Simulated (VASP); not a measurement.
# AlAs (F-43m) in VASP: single point with PBE+D4

Aim: the single point of AlAs with PBE+D4.

All numbers are computed with VASP 6.6.1; they aren't measurements. Logs are shortened: lines on timing, memory, paths and dates and some standing lists are left out, and cuts for length are marked.

### Step 1. The cell of the first run

Symmetry: F-43m, No. 216, cubic system. Conventional cell: a = 5.661 Å, b = 5.661 Å, c = 5.661 Å, α = 90.00°, β = 90.00°, γ = 90.00°. Within 3.2 Å of Al (site symmetry -43m) lie 4 As at 2.45 Å. As (site symmetry -43m) has 4 Al at 2.45 Å within 3.2 Å.

### Step 2. Single point, PBE+D4

INCAR

```
ALGO = Normal ; EDIFF = 1E-6
ENCUT = 500 ; GGA = PE
GGA_COMPAT = F ; ISIF = 2
ISMEAR = 0 ; IVDW = 13
LASPH = T ; LCHARG = F
LREAL = F ; LWAVE = F
NBANDS = 11 ; NELM = 120
PREC = Accurate ; SIGMA = 0.2
```

KPOINTS

```
k-points
0
Gamma
  4 4 4
```

POSCAR

```
AlAs
1.0
    4.0027900000      0.0000000000      0.0000000000
    2.0013950000      3.4665178260      0.0000000000
    2.0013950000      1.1555059420      3.2682643492
Al As
1 1
Direct
    0.0000000000      0.0000000000      0.0000000000
    0.2500000000      0.2500000000      0.2500000000
```

Potentials or basis: VASP PAW PBE potentials, release 64 (Al, As).

Started as:

```console
$ cat potpaw_PBE.64/Al/POTCAR potpaw_PBE.64/As/POTCAR > POTCAR
$ mpirun -np 1 vasp_std > vasp.out
```

OUTCAR:

```text
EDIFF = 1E-6
   ENCUT = 500
   GGA = PE
   ISIF = 2
   ISMEAR = 0
   IVDW = 13
   LASPH = T
   LREAL = F
   NELM = 120
   PREC = Accurate

 ion  position               nearest neighbor table
   1  0.000  0.000  0.000-   2 2.45   2 2.45   2 2.45   2 2.45
   2  0.250  0.250  0.250-   1 2.45   1 2.45   1 2.45   1 2.45

  LATTYP: Found a face centered cubic cell.
 ALAT       =     5.6607999053

  Lattice vectors:

 A1 = (   4.0027900000,   0.0000000000,   0.0000000000)
 A2 = (   2.0013950000,   3.4665178260,   0.0000000000)
 A3 = (   2.0013950000,   1.1555059420,   3.2682643492)

Analysis of symmetry for initial positions (statically):
=====================================================================
 Subroutine PRICEL returns:
 Original cell was already a primitive cell.

 Routine SETGRP: Setting up the symmetry group for a
 face centered cubic supercell.

 Subroutine GETGRP returns: Found 24 space group operations
 (whereof 24 operations were pure point group operations)
 out of a pool of 48 trial point group operations.

The static configuration has the point symmetry T_d .

Analysis of symmetry for dynamics (positions and initial velocities):
=====================================================================
 Subroutine PRICEL returns:
 Original cell was already a primitive cell.

 Routine SETGRP: Setting up the symmetry group for a
 face centered cubic supercell.

 Subroutine GETGRP returns: Found 24 space group operations
 (whereof 24 operations were pure point group operations)
 out of a pool of 48 trial point group operations.

The dynamic configuration has the point symmetry T_d .

 Subroutine INISYM returns: Found 24 space group operations
 (whereof 24 operations are pure point group operations),
 and found     1 'primitive' translations

----------------------------------------------------------------------------------------

                                     Primitive cell

  volume of cell :      45.3496

  direct lattice vectors                    reciprocal lattice vectors
     4.002790000  0.000000000  0.000000000     0.249825747 -0.144236962 -0.101990934
     2.001395000  3.466517826  0.000000000     0.000000000  0.288473924 -0.101990934
     2.001395000  1.155505942  3.268264349     0.000000000  0.000000000  0.305972802

  length of vectors
     4.002790000  4.002790000  4.002790000     0.305972802  0.305972802  0.305972802

  position of ions in fractional coordinates (direct lattice)
     0.000000000  0.000000000  0.000000000
     0.250000000  0.250000000  0.250000000

  ion indices of the primitive-cell ions
   primitive index   ion index
                 1           1
                 2           2

----------------------------------------------------------------------------------------

 KPOINTS: k-points

Automatic generation of k-mesh.
 Grid dimensions read from file:
 generate k-points for:    4    4    4

 Generating k-lattice:

  Cartesian coordinates                     Fractional coordinates (reciprocal lattice)
     0.062456437 -0.036059241 -0.025497733     0.250000000  0.000000000  0.000000000
     0.000000000  0.072118481 -0.025497733     0.000000000  0.250000000  0.000000000
     0.000000000  0.000000000  0.076493200     0.000000000  0.000000000  0.250000000

  Length of vectors
     0.076493200  0.076493200  0.076493200

  Shift w.r.t. Gamma in fractional coordinates (k-lattice)
     0.000000000  0.000000000  0.000000000

 Subroutine IBZKPT returns following result:
 ===========================================

 Found      8 irreducible k-points:

 Following reciprocal coordinates:
            Coordinates               Weight
  0.000000  0.000000  0.000000      1.000000
  0.250000 -0.000000  0.000000      8.000000
  0.500000 -0.000000  0.000000      4.000000
  0.250000  0.250000  0.000000      6.000000
  0.500000  0.250000  0.000000     24.000000
 -0.250000  0.250000 -0.000000     12.000000
  0.500000  0.500000  0.000000      3.000000
 -0.250000  0.500000  0.250000      6.000000
   k-points           NKPTS =      8   k-points in BZ     NKDIM =      8   number of bands    NBANDS=     11
   number of dos      NEDOS =    301   number of ions     NIONS =      2
   total plane-waves  NPLWV =  27000
   dimension x,y,z NGX =    30 NGY =   30 NGZ =   30
   dimension x,y,z NGXF=    60 NGYF=   60 NGZF=   60
   ions per type =               1   1
   NGX,Y,Z   is equivalent  to a cutoff of  12.46, 12.46, 12.46 a.u.
   NGXF,Y,Z  is equivalent  to a cutoff of  24.92, 24.92, 24.92 a.u.
 SYSTEM =  unknown system
   PREC   = accura    normal or accurate (medium, high low for compatibility)
   ISTART =      0    job   : 0-new  1-cont  2-samecut
   ICHARG =      2    charge: 1-file 2-atom 10-const
   ISPIN  =      1    spin polarized calculation?
   LNONCOLLINEAR =      F non collinear calculations
   LSORBIT =      F    spin-orbit coupling
   LASPH  =      T    aspherical Exc in radial PAW
   ENCUT  =  500.0 eV  36.75 Ry    6.06 a.u.   7.30  7.30  7.30*2*pi/ulx,y,z
   NELM   =    120;   NELMIN=  2; NELMDL= -5     # of ELM steps
   EDIFF  = 0.1E-05   stopping-criterion for ELM
   LREAL  =      F    real-space projection
   EDIFFG = 0.1E-04   stopping-criterion for IOM
   NSW    =      0    number of steps for IOM
   IBRION =     -1    ionic relax: 0-MD 1-quasi-New 2-CG
   NFREE  =      0    steps in history (QN), initial steepest desc. (CG)
   ISIF   =      2    stress and relaxation
   ISYM   =      2    0-nonsym 1-usesym 2-fastsym
   POTIM  = 0.5000    time-step for ionic-motion
   TEBEG  =    0.0;   TEEND  =   0.0 temperature during run
   PSTRESS=    0.0 pullay stress
   NELECT =       8.0000    total number of electrons
   NUPDOWN=      -1.0000    fix difference up-down
   EMIN   =  10.00;   EMAX   =-10.00  energy-range for DOS
   EFERMI =   0.00;   METHOD = LEGACY
   ISMEAR =     0;   SIGMA  =   0.20  broadening in eV -4-tet -1-fermi 0-gaus
   EFERMI_NEDOS =   21; number of points for ismear=-14 and -15
   IALGO  =     38    algorithm
   IMIX   =      4    mixing-type and parameters
     AMIX     =   0.40;   BMIX     =  1.00
     AMIX_MAG =   1.60;   BMIX_MAG =  1.00
  volume/ion in A,a.u.               =      22.67       153.02
  Fermi-wavevector in a.u.,A,eV,Ry     =   0.918150  1.735052 11.469706  0.843000
  Thomas-Fermi vector in A             =   2.043199
   LORBIT       =      0    0 simple, 1 ext, 2 COOP (PROOUT), +10 PAW based schemes
   GGA     = PE    functional components
   LHFCALC =     F    Hartree Fock is set to
   AEXX    =    0.0000 exact exchange contribution
   IVDW    =    13    specifies the selected vdW correction
   LEPSILON=     F    determine dielectric tensor
   LRPA    =     F    only Hartree local field effects (RPA)
 non-spin polarized calculation
 Gauss-broadening in eV      SIGMA  =   0.20
  energy-cutoff  :      500.00
  volume of cell :       45.35
 maximum number of plane-waves:      1174
 NGX is ok and might be reduce to    30
   NGX = 15   NGY = 15   NGZ = 15

 number of electron       8.0000000 magnetization

 Free energy of the ion-electron system (eV)
  ---------------------------------------------------
  ext. energy  EPLUGINS =         0.00000000
  ---------------------------------------------------
  free energy    TOTEN  =        -9.25774190 eV

  energy without entropy =       -9.25774186  energy(sigma->0) =       -9.25774188

 E-fermi :   4.6345     XC(G=0):  -9.0213

 val. band max:        3.9292378862   @ k =   0.0000   0.0000   0.0000
 cond. band min:       5.3397323556   @ k =   0.5000   0.5000   0.0000
 fundamental gap:      1.4104944694
 Fermi energy:         4.6344543285

 k-point     1 :       0.0000    0.0000    0.0000
  band No.  band energies     occupation
      1      -7.9359      2.00000
      2       3.9292      2.00000
      3       3.9292      2.00000
      4       3.9292      2.00000
      5       5.9840      0.00000
      6       8.1887      0.00000
      7       8.1887      0.00000
      8       8.1887      0.00000
      9      12.7844      0.00000
     10      12.9152      0.00000
     11      12.9152      0.00000

 k-point     2 :       0.2500   -0.0000    0.0000
  band No.  band energies     occupation
      1      -7.3561      2.00000
      2       0.5337      2.00000
      3       3.4470      2.00000
      4       3.4470      2.00000
      5       6.5303      0.00000
      6       8.8145      0.00000
      7       8.8145      0.00000
      8      10.3784      0.00000
      9      12.2110      0.00000
     10      12.2110      0.00000
     11      13.3102      0.00000

 k-point     3 :       0.5000   -0.0000    0.0000
  band No.  band energies     occupation
      1      -6.5074      2.00000
      2      -1.6604      2.00000
      3       3.0994      2.00000
      4       3.0994      2.00000
      5       6.0553      0.00000
      6       8.5824      0.00000
      7       8.5824      0.00000
      8      11.6653      0.00000
      9      15.1257      0.00000
     10      15.4661      0.00000
     11      15.4661      0.00000

 k-point     4 :       0.2500    0.2500    0.0000
  band No.  band energies     occupation
      1      -7.1558      2.00000
      2       0.7102      2.00000
      3       2.5785      2.00000
      4       2.5785      2.00000
      5       6.4863      0.00000
      6       7.6871      0.00000
      7      10.7440      0.00000
      8      10.7440      0.00000
      9      11.3690      0.00000
     10      14.0102      0.00000
     11      16.1656      0.00000

 k-point     5 :       0.5000    0.2500    0.0000
  band No.  band energies     occupation
      1      -6.2752      2.00000
      2      -1.1350      2.00000
      3       1.1881      2.00000
      4       2.3055      2.00000
      5       6.4671      0.00000
      6       9.0845      0.00000
      7      10.2942      0.00000
      8      10.8440      0.00000
      9      14.2563      0.00000
     10      15.3533      0.00000
     11      16.8393      0.00000

 k-point     6 :      -0.2500    0.2500   -0.0000
  band No.  band energies     occupation
      1      -6.5893      2.00000
      2      -0.6324      2.00000
      3       1.0462      2.00000
      4       3.0250      2.00000
      5       7.3074      0.00000
      6       9.6799      0.00000
      7       9.8113      0.00000
      8      10.2421      0.00000
      9      11.5555      0.00000
     10      14.2016      0.00000
     11      16.4000      0.00000

 k-point     7 :       0.5000    0.5000    0.0000
  band No.  band energies     occupation
      1      -5.9523      2.00000
      2      -1.5216      2.00000
      3       1.7452      2.00000
      4       1.7452      2.00000
      5       5.3397      0.00000
      6       6.2014      0.00000
      7      14.2483      0.00000
      8      14.2483      0.00000
      9      15.7114      0.00000
     10      16.4722      0.00000
     11      16.4722      0.00000

 k-point     8 :      -0.2500    0.5000    0.2500
  band No.  band energies     occupation
      1      -5.9199      2.00000
      2      -1.1809      2.00000
      3       0.7398      2.00000
      4       1.0903      2.00000
      5       8.2422      0.00000
      6       9.5585      0.00000
      7       9.6110      0.00000
      8       9.9631      0.00000
      9      14.5282      0.00000
     10      16.2092      0.00000
     11      16.5138      0.00000

------------------------ aborting loop because EDIFF is reached ----------------------------------------

  DFT-D4 for vdW energy calculation

  Edisp (eV):   -0.67380

  FORCE on cell =-STRESS in cart. coord.  units (eV):
  Direction    XX          YY          ZZ          XY          YZ          ZX
  --------------------------------------------------------------------------------------
  -------------------------------------------------------------------------------------
  Total       0.17199     0.17199     0.17199    -0.00000     0.00000     0.00000
  in kB       6.07627     6.07627     6.07627    -0.00000     0.00000     0.00000
  external pressure =        6.08 kB  Pullay stress =        0.00 kB

 VOLUME and BASIS-vectors are now :
 -----------------------------------------------------------------------------
  energy-cutoff  :      500.00
  volume of cell :       45.35
      direct lattice vectors                 reciprocal lattice vectors
     4.002790000  0.000000000  0.000000000     0.249825747 -0.144236962 -0.101990934
     2.001395000  3.466517826  0.000000000     0.000000000  0.288473924 -0.101990934
     2.001395000  1.155505942  3.268264349     0.000000000  0.000000000  0.305972802

 POSITION                                       TOTAL-FORCE (eV/Angst)
 -----------------------------------------------------------------------------------
      0.00000      0.00000      0.00000        -0.000000     -0.000000     -0.000000
      2.00140      1.15551      0.81707         0.000000      0.000000      0.000000
 -----------------------------------------------------------------------------------
    total drift:                               -0.000000     -0.000000      0.000000

  FREE ENERGIE OF THE ION-ELECTRON SYSTEM (eV)
  ---------------------------------------------------
  free  energy   TOTEN  =        -9.9315455874 eV

  energy  without entropy=       -9.9315455453  energy(sigma->0) =       -9.93154557
```

Run time: 11 s. Hardware: 1 thread of Intel Xeon 8259CL, shared host; peak memory 0.16 GiB.

Results:

| Property | Result |
| --- | --- |
| Free energy | -9.9315 eV |
| Pressure | 0.6 GPa |
| Band gap on the k mesh | 1.41 eV, indirect (least direct gap 2.05 eV) |
| Dispersion energy per atom | -0.337 eV |

Caveat: the k points lie up to 0.48 Å⁻¹ apart.
